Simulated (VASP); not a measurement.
Si: single point with PBEsol

Si:

```xyz
2
Lattice="0.0145 2.7294 2.7065 2.7294 0.0145 2.7065 2.7439 2.7439 0.0000" Properties=species:S:1:pos:R:3 pbc="T T T"
Si    0.0000    0.0000    0.0039
Si    1.3719    1.3719    1.3493
```

```json
{
  "Program": "VASP 6.6.1",
  "Task": "single point",
  "Functional": "PBEsol",
  "Potentials or basis": "VASP PAW PBE potentials, release 64 (Si)",
  "Cutoff": "500 eV",
  "k mesh": "4 × 4 × 4",
  "Occupations": "gaussian, width 0.01 eV",
  "Spin": "no spin polarisation"
}
```

```yaml
Pressure: 0.2 GPa
Largest_force: 0.008 eV/Å
Band_gap_on_the_k_mesh: 0.42 eV, indirect (least direct gap 2.41 eV)
```

Forces on the atoms (eV/Å):
```
Si   0.000  0.000 -0.008
Si   0.000  0.000  0.008
```

Stress tensor (GPa, compression positive):
```
-0.03 -0.76  0.00
-0.76 -0.03  0.00
 0.00  0.00  0.74
```

Levels at points of the mesh, in eV from the valence-band top:
| k point | band 2 | band 3 | band 4 | band 5 | band 6 | band 7 |
| --- | --- | --- | --- | --- | --- | --- |
| (0.00, 0.00, 0.00) | -0.11 | -0.01 | 0.00 | 2.41 | 2.42 | 2.52 |
| (0.50, 0.00, 0.00) | -7.02 | -1.33 | -1.21 | 1.33 | 3.13 | 3.25 |
| (0.50, 0.50, 0.00) | -7.80 | -3.02 | -2.88 | 0.42 | 0.57 | 9.91 |
| (0.00, 0.00, 0.50) | -7.04 | -1.23 | -1.19 | 1.45 | 3.23 | 3.25 |
| (0.50, 0.00, 0.50) | -7.87 | -2.88 | -2.88 | 0.56 | 0.56 | 9.94 |

It used 5 s of CPU time on 1 thread of Intel Xeon 6975P-C, with other jobs on the host.

Caveat: the k points lie up to 0.50 Å⁻¹ apart; the PAW data sets were made with another functional, which shifts forces and pressure a little. PBEsol gaps usually lie below the measured ones, often by a third to a half.
